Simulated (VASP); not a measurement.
# Ru (P6_3/mmc) in VASP: settings compared, part 2 of 2

VASP 6.6.1.

## Step 3: Relaxation of cell and atoms, PBE+D4

INCAR

```
SYSTEM = Ru
PREC = Accurate
ENCUT = 600
EDIFF = 1E-7
ISMEAR = -1
SIGMA = 0.05
LREAL = .FALSE.
LASPH = .TRUE.
NELM = 60
ALGO = Normal
ISIF = 3
LWAVE = .FALSE.
LCHARG = .FALSE.
GGA = PE
IVDW = 13
IBRION = 2
NSW = 80
EDIFFG = -0.02
```

KPOINTS

```
regular mesh
0
G
  11 11 6
  0 0 0
```

POSCAR

```
Ru
1.0
    2.7058000000      0.0000000000      0.0000000000
   -1.3529000000      2.3432915376      0.0000000000
    0.0000000000      0.0000000000      4.2819000000
Ru
2
Direct
    0.6666666667      0.3333333333      0.7500000000
    0.3333333333      0.6666666667      0.2500000000
```

Potentials or basis: VASP PAW PBE potentials, release 64 (Ru_pv).

On the command line:

```bash
$ cat potpaw_PBE.64/Ru_pv/POTCAR > POTCAR
$ mpirun -np 1 vasp_std > vasp.out
```

OUTCAR:

```text
SYSTEM = Ru
   PREC = Accurate
   ENCUT = 600
   EDIFF = 1E-7
   ISMEAR = -1
   LREAL = .FALSE.
   LASPH = .TRUE.
   NELM = 60
   ISIF = 3
   GGA = PE
   IVDW = 13
   IBRION = 2
   NSW = 80
   EDIFFG = -0.02

 ion  position               nearest neighbor table
   1  0.667  0.333  0.750-   2 2.65   2 2.65   2 2.65   2 2.65   2 2.65   2 2.65
   2  0.333  0.667  0.250-   1 2.65   1 2.65   1 2.65   1 2.65   1 2.65   1 2.65

  LATTYP: Found a hexagonal cell.
 ALAT       =     2.7058000000
 C/A-ratio  =     1.5824894671

  Lattice vectors:

 A1 = (   2.7058000000,   0.0000000000,   0.0000000000)
 A2 = (  -1.3529000000,   2.3432915376,   0.0000000000)
 A3 = (   0.0000000000,   0.0000000000,   4.2819000000)

Analysis of symmetry for initial positions (statically):
=====================================================================
 Subroutine PRICEL returns:
 Original cell was already a primitive cell.

 Routine SETGRP: Setting up the symmetry group for a
 hexagonal supercell.

 Subroutine GETGRP returns: Found 24 space group operations
 (whereof 12 operations were pure point group operations)
 out of a pool of 24 trial point group operations.

The static configuration has the point symmetry D_3d.
 The point group associated with its full space group is D_6h.

Analysis of symmetry for dynamics (positions and initial velocities):
=====================================================================
 Subroutine PRICEL returns:
 Original cell was already a primitive cell.

 Routine SETGRP: Setting up the symmetry group for a
 hexagonal supercell.

 Subroutine GETGRP returns: Found 24 space group operations
 (whereof 12 operations were pure point group operations)
 out of a pool of 24 trial point group operations.

The dynamic configuration has the point symmetry D_3d.
 The point group associated with its full space group is D_6h.

 Subroutine INISYM returns: Found 24 space group operations
 (whereof 12 operations are pure point group operations),
 and found     1 'primitive' translations

----------------------------------------------------------------------------------------

                                     Primitive cell

  volume of cell :      27.1493

  direct lattice vectors                    reciprocal lattice vectors
     2.705800000  0.000000000  0.000000000     0.369576465  0.213375072  0.000000000
    -1.352900000  2.343291538  0.000000000     0.000000000  0.426750144  0.000000000
     0.000000000  0.000000000  4.281900000     0.000000000  0.000000000  0.233541185

  length of vectors
     2.705800000  2.705800000  4.281900000     0.426750144  0.426750144  0.233541185

  position of ions in fractional coordinates (direct lattice)
     0.666666667  0.333333333  0.750000000
     0.333333333  0.666666667  0.250000000

  ion indices of the primitive-cell ions
   primitive index   ion index
                 1           1
                 2           2

----------------------------------------------------------------------------------------

 KPOINTS: regular mesh

Automatic generation of k-mesh.
 Grid dimensions read from file:
 generate k-points for:   11   11    6

 Generating k-lattice:

  Cartesian coordinates                     Fractional coordinates (reciprocal lattice)
     0.033597860  0.019397734  0.000000000     0.090909091  0.000000000  0.000000000
     0.000000000  0.038795468  0.000000000     0.000000000  0.090909091  0.000000000
     0.000000000  0.000000000  0.038923531     0.000000000  0.000000000  0.166666667

  Length of vectors
     0.038795468  0.038795468  0.038923531

  Shift w.r.t. Gamma in fractional coordinates (k-lattice)
     0.000000000  0.000000000  0.000000000

 Subroutine IBZKPT returns following result:
 ===========================================

 Found     64 irreducible k-points:

 Following reciprocal coordinates:
            Coordinates               Weight
  0.000000  0.000000  0.000000      1.000000
  0.090909  0.000000  0.000000      6.000000
  0.181818  0.000000  0.000000      6.000000
  0.272727  0.000000  0.000000      6.000000
  0.363636  0.000000  0.000000      6.000000
  0.454545  0.000000  0.000000      6.000000
[... 16 lines left out ...]
  0.090909  0.090909  0.166667     12.000000
  0.181818  0.090909  0.166667     24.000000
 [... further k-points ...]
   k-points           NKPTS =     64   k-points in BZ     NKDIM =     64   number of bands    NBANDS=     18
   number of dos      NEDOS =    301   number of ions     NIONS =      2
   total plane-waves  NPLWV =  20736
   dimension x,y,z NGX =    24 NGY =   24 NGZ =   36
   dimension x,y,z NGXF=    48 NGYF=   48 NGZF=   72
   ions per type =               2
   NGX,Y,Z   is equivalent  to a cutoff of  14.75, 14.75, 13.98 a.u.
   NGXF,Y,Z  is equivalent  to a cutoff of  29.49, 29.49, 27.95 a.u.
 SYSTEM =  Ru
   PREC   = accura    normal or accurate (medium, high low for compatibility)
   ISTART =      0    job   : 0-new  1-cont  2-samecut
   ICHARG =      2    charge: 1-file 2-atom 10-const
   ISPIN  =      1    spin polarized calculation?
   LNONCOLLINEAR =      F non collinear calculations
   LSORBIT =      F    spin-orbit coupling
   LASPH  =      T    aspherical Exc in radial PAW
   ENCUT  =  600.0 eV  44.10 Ry    6.64 a.u.   5.40  5.40  8.55*2*pi/ulx,y,z
   NELM   =     60;   NELMIN=  2; NELMDL= -5     # of ELM steps
   EDIFF  = 0.1E-06   stopping-criterion for ELM
   LREAL  =      F    real-space projection
   EDIFFG = -.2E-01   stopping-criterion for IOM
   NSW    =     80    number of steps for IOM
   IBRION =      2    ionic relax: 0-MD 1-quasi-New 2-CG
   NFREE  =      1    steps in history (QN), initial steepest desc. (CG)
   ISIF   =      3    stress and relaxation
   ISYM   =      2    0-nonsym 1-usesym 2-fastsym
   POTIM  = 0.5000    time-step for ionic-motion
   TEBEG  =    0.0;   TEEND  =   0.0 temperature during run
   PSTRESS=    0.0 pullay stress
   NELECT =      28.0000    total number of electrons
   NUPDOWN=      -1.0000    fix difference up-down
   EMIN   =  10.00;   EMAX   =-10.00  energy-range for DOS
   EFERMI =   0.00;   METHOD = LEGACY
   ISMEAR =    -1;   SIGMA  =   0.05  broadening in eV -4-tet -1-fermi 0-gaus
   EFERMI_NEDOS =   21; number of points for ismear=-14 and -15
   IALGO  =     38    algorithm
   IMIX   =      4    mixing-type and parameters
     AMIX     =   0.40;   BMIX     =  1.00
     AMIX_MAG =   1.60;   BMIX_MAG =  1.00
  volume/ion in A,a.u.               =      13.57        91.61
  Fermi-wavevector in a.u.,A,eV,Ry     =   1.654022  3.125649 37.222674  2.735789
  Thomas-Fermi vector in A             =   2.742361
   LORBIT       =      0    0 simple, 1 ext, 2 COOP (PROOUT), +10 PAW based schemes
   GGA     = PE    functional components
   LHFCALC =     F    Hartree Fock is set to
   AEXX    =    0.0000 exact exchange contribution
   IVDW    =    13    specifies the selected vdW correction
   LEPSILON=     F    determine dielectric tensor
   LRPA    =     F    only Hartree local field effects (RPA)
 conjugate gradient relaxation of ions
 non-spin polarized calculation
  energy-cutoff  :      600.00
  volume of cell :       27.15
 maximum number of plane-waves:       935
 NGX is ok and might be reduce to    24
   NGX = 11   NGY = 11   NGZ = 17

--------------------------------------- Ionic step        1  -------------------------------------------

 number of electron      28.0000002 magnetization

 Free energy of the ion-electron system (eV)
  ---------------------------------------------------
  ext. energy  EPLUGINS =         0.00000000
  ---------------------------------------------------
  free energy    TOTEN  =       -18.46014202 eV

  energy without entropy =      -18.44332141  energy(sigma->0) =      -18.45173171

------------------------ aborting loop because EDIFF is reached ----------------------------------------

  DFT-D4 for vdW energy calculation

  Edisp (eV):   -1.05059
[... 71 lines left out ...]
--------------------------------------- Ionic step        3  -------------------------------------------

 number of electron      28.0000001 magnetization

 Free energy of the ion-electron system (eV)
  ---------------------------------------------------
  ext. energy  EPLUGINS =         0.00000000
  ---------------------------------------------------
  free energy    TOTEN  =       -18.45640266 eV

  energy without entropy =      -18.43968713  energy(sigma->0) =      -18.44804489

 E-fermi :  12.8538     XC(G=0): -14.1471

 val. band max:       12.8345468057   @ k =   0.2727   0.0000   0.0000
 cond. band min:      12.8707893073   @ k =   0.2727   0.1818   0.1667
 fundamental gap:      0.0362425017
 Fermi energy:        12.8538359983

 k-point     1 :       0.0000    0.0000    0.0000
  band No.  band energies     occupation
      1     -30.7438      2.00000
      2     -29.7975      2.00000
      3     -29.7975      2.00000
      4     -29.6249      2.00000
      5     -29.6249      2.00000
      6     -29.5835      2.00000
[... 481 lines left out ...]
      5     -29.7184      2.00000
      6     -29.6848      2.00000
[... 10 lines left out ...]
     17      14.4364      0.00000
     18      18.5875      0.00000

 [... further k-points ...]

------------------------ aborting loop because EDIFF is reached ----------------------------------------

  DFT-D4 for vdW energy calculation

  Edisp (eV):   -1.05485
[... 25 lines left out ...]
  FREE ENERGIE OF THE ION-ELECTRON SYSTEM (eV)
  ---------------------------------------------------
  free  energy   TOTEN  =       -19.5112484996 eV

  energy  without entropy=      -19.4945329657  energy(sigma->0) =      -19.50289073

 reached required accuracy - stopping structural energy minimisation
```

OSZICAR:

```text
N       E                     dE             d eps       ncg     rms          rms(c)
DAV:   1     0.307948040997E+03    0.30795E+03   -0.19474E+04  2304   0.192E+03
DAV:   2    -0.123193682132E+02   -0.32027E+03   -0.31464E+03  2464   0.524E+02
[... 28 lines left out ...]
DAV:   4    -0.184563996074E+02   -0.65140E-03   -0.95833E-04  2352   0.312E-01    0.334E-02
DAV:   5    -0.184564003969E+02   -0.78953E-06   -0.72476E-05  2646   0.827E-02    0.173E-02
DAV:   6    -0.184564042611E+02   -0.38642E-05   -0.35407E-06  2594   0.171E-02    0.266E-03
DAV:   7    -0.184564025228E+02    0.17383E-05   -0.38732E-07  2160   0.592E-03    0.202E-03
DAV:   8    -0.184564026787E+02   -0.15586E-06   -0.20335E-08  1172   0.134E-03    0.540E-04
DAV:   9    -0.184564026612E+02    0.17462E-07   -0.50322E-09  1164   0.629E-04
   3 F= -.19511248E+02 E0= -.19502891E+02  d E =-.515551E-03
```

CONTCAR:

```text
Ru
   1.00000000000000
     2.7020280625338717    0.0000000000000000    0.0000000000000000
    -1.3510140312669359    2.3400249439326788    0.0000000000000000
     0.0000000000000000    0.0000000000000000    4.2755380510509529
  Ru
     2
Direct
     0.6666666667000030    0.3333333332999970    0.7500000000000000
     0.3333333332999970    0.6666666667000030    0.2500000000000000

  0.00000000E+00  0.00000000E+00  0.00000000E+00
  0.00000000E+00  0.00000000E+00  0.00000000E+00
```

Wall time 79 s (1 thread of Intel Xeon 8259CL, shared host); peak memory 0.18 GiB.

What came out:

```
Free energy                           : -19.5112 eV
Relaxed volume                        : 13.52 Å³/atom
Relaxed cell                          : a = 2.702 Å, b = 2.702 Å, c = 4.276 Å, α = 90.00°, β = 90.00°, γ = 120.00°
Space group after relaxing (to 0.1 Å) : P6_3/mmc (No. 194)
Energy gained by relaxing             : 0.3 meV/atom
Ionic steps                           : 3
Pressure after relaxing               : 0.0 GPa
Band gap on the k mesh                : zero (bands 14 and 15 overlap by 3.09 eV)
Dispersion energy per atom            : -0.527 eV
```

The path:
```tsv
step	energy change (eV)	largest force (eV/Å)	pressure (GPa)	volume (Å³)
1	0.0000	0.0000	-1.40	27.15
2	0.0042	0.0000	4.43	26.69
3	-0.0005	0.0000	0.00	27.03
```

Final structure:
```
Ru
1.0
     2.70203    0.00000    0.00000
    -1.35101    2.34002    0.00000
     0.00000    0.00000    4.27554
Ru
2
Direct
  0.66667 0.33333 0.75000
  0.33333 0.66667 0.25000
```

## Step 4: Single point, LDA

This run uses another cell than the first one, of 12.76 Å³/atom.

INCAR

```
SYSTEM = Ru
PREC = Accurate
ENCUT = 520
EDIFF = 1E-6
ISMEAR = -1
SIGMA = 0.05
LREAL = .FALSE.
LASPH = .TRUE.
NELM = 80
ALGO = Normal
ISIF = 2
LWAVE = .FALSE.
LCHARG = .TRUE.
LELF = .TRUE.
LVHAR = .TRUE.
NBANDS = 21
```

KPOINTS is that of step 3.

POSCAR

```
Ru
1.0
    2.6505640930      0.0000000000      0.0000000000
   -1.3252820465      2.2954558389      0.0000000000
    0.0000000000      0.0000000000      4.1944897589
Ru
2
Direct
    0.6666666667      0.3333333333      0.7500000000
    0.3333333333      0.6666666667      0.2500000000
```

Potentials or basis: VASP PAW LDA potentials, release 64 (Ru_pv).

On the command line:

```bash
$ cat potpaw_LDA.64/Ru_pv/POTCAR > POTCAR
$ mpirun -np 1 vasp_std > vasp.out
```

It took 35 s on 1 thread of Intel Xeon 8259CL, shared host; peak memory 0.14 GiB.

The run converged. Its results:

| Quantity | Value |
| --- | --- |
| Free energy | -21.3615 eV |
| Pressure | 11.0 GPa |
| Band gap on the k mesh | zero (bands 14 and 15 overlap by 3.40 eV) |

Stress tensor (GPa, compression positive):
```
10.77  0.00  0.00
 0.00 10.77  0.00
 0.00  0.00 11.50
```

Levels at points of the mesh, in eV from the Fermi level:
```csv
k point,band 10,band 11,band 12,band 13,band 14,band 15,band 16,band 17,band 18,band 19
"(0.00, 0.00, 0.00)",-2.80,-2.60,-2.04,-2.04,-1.46,-1.46,1.38,1.38,1.45,9.99
"(0.00, 0.00, 0.50)",-2.98,-2.98,-2.98,-2.85,-2.85,0.69,0.69,0.69,0.69,10.00
```

Caveat: the cell stands under pressure.

## Step 5: The runs side by side

```csv
task,level,potentials or basis,cell,cutoff (eV),gap on the mesh (eV),pressure (GPa),relaxed volume (Å³/atom)
relaxation of cell and atoms,revPBE+D3(BJ),"VASP PAW PBE potentials, release 64 (Ru_pv)","relaxed from a = 2.706, b = 2.706, c = 4.282 Å, angles 90.0, 90.0, 120.0°, 2 atoms",600,none,0.0,13.29
relaxation of cell and atoms,PBE+D4,"VASP PAW PBE potentials, release 64 (Ru_pv)","relaxed from a = 2.706, b = 2.706, c = 4.282 Å, angles 90.0, 90.0, 120.0°, 2 atoms",600,none,0.0,13.52
single point,LDA,"VASP PAW LDA potentials, release 64 (Ru_pv)","a = 2.651, b = 2.651, c = 4.194 Å, angles 90.0, 90.0, 120.0°, 2 atoms",520,none,11.0,-
```

Alike in all rows: no spin polarisation; k mesh 11 × 11 × 6; smearing fermi-dirac 0.05 eV.

Caveats: the dispersion term is far too large for a dense solid, which distorts pressure and volume (at least some runs); the PAW data sets were made with another functional, which shifts forces and pressure a little (at least some runs); the cell stands under pressure (at least some runs).

Absolute energies hang on the potentials; compare differences alone.

The gap in the log of VASP goes by the Fermi energy; the results here count the filled bands.